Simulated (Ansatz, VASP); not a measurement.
# Y3Ir in VASP and in Ansatz

```
Y Ir
1.0
     4.59932    0.00000    0.00000
     0.00000    4.59932    0.00000
     0.00000    0.00000    4.59932
Y Ir
3 1
Direct
  0.00000 0.50000 0.50000
  0.50000 0.00000 0.50000
  0.50000 0.50000 0.00000
  0.00000 0.00000 0.00000
```

Alike in both runs: task relaxation of cell and atoms; functional PBE; k mesh 10 × 10 × 10; occupations gaussian, width 0.1 eV; no spin polarisation.

|  | VASP | Ansatz |
| --- | --- | --- |
| version | VASP 6.6.1 | Ansatz 0.2.0 |
| potentials or method | VASP PAW PBE potentials, release 64 (Y_sv, Ir), cutoff 600 eV | scalar-relativistic, plane waves, PAW |
| valence electrons in the cell | 42 | 50 |

Ansatz gave:

| Quantity | Value |
| --- | --- |
| gap on the k mesh at the Fermi level, each at its own relaxed structure (eV) | none |
| relaxed volume (Å³/atom) | 24.62 |
| relaxed cell length with the largest relative difference (Å) | 4.618 |

Question: Estimate VASP's values.

Answer: gap on the k mesh at the Fermi level, each at its own relaxed structure (eV): none; relaxed volume (Å³/atom): 24.56; relaxed cell length with the largest relative difference (Å): 4.614.

A gap of «none» marks a metal or a gap that the smearing closes. VASP's potentials hold 42 valence electrons a cell and Ansatz's 50, so a difference there can come from the potentials and not from the codes.

Neither program's run includes spin-orbit coupling.
